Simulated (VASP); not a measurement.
MnS:

```
CELL_PARAMETERS angstrom
3.97600 0.00000 0.00000
-1.98800 3.44332 0.00000
0.00000 0.00000 6.43200
ATOMIC_POSITIONS crystal
Mn 0.33333 0.66667 0.00000
Mn 0.66667 0.33333 0.50000
S 0.33333 0.66667 0.38500
S 0.66667 0.33333 0.88500
```

Base run:

```yaml
Program: VASP 6.6.1
Functional: PBE
Potentials_or_basis: VASP PAW PBE potentials, release 64 (Mn_pv, S)
Cutoff: 520 eV
k_mesh: 6 × 6 × 3
Occupations: gaussian, width 0.05 eV
Spin: collinear spin, ferromagnetic start
Starting_moments: "[4.37, 4.37, 0.04, 0.04] μB"
Hubbard_terms: Mn d U = 5.0 eV
```

Its results: band gap on the k mesh 1.58 eV, direct; pressure 5.8 GPa; net moment 10.00 μB per cell; site moments Mn +4.61; S +0.02 μB; largest force 0.234 eV/Å.

**Question.** The run is repeated on the same cell with these changes: spin from collinear spin, ferromagnetic start to collinear spin, ferrimagnetic start; moments at the start from [4.37, 4.37, 0.04, 0.04] to [4.35, -0.89, 0.03, 0.01]. What comes out?

**Answer.** Band gap on the k mesh 2.40 eV, direct; pressure 4.9 GPa; net moment 0.00 μB per cell; site moments Mn +4.57, -4.57; S -0.00, +0.00 μB; largest force 0.330 eV/Å.

A k mesh can miss the band edges.
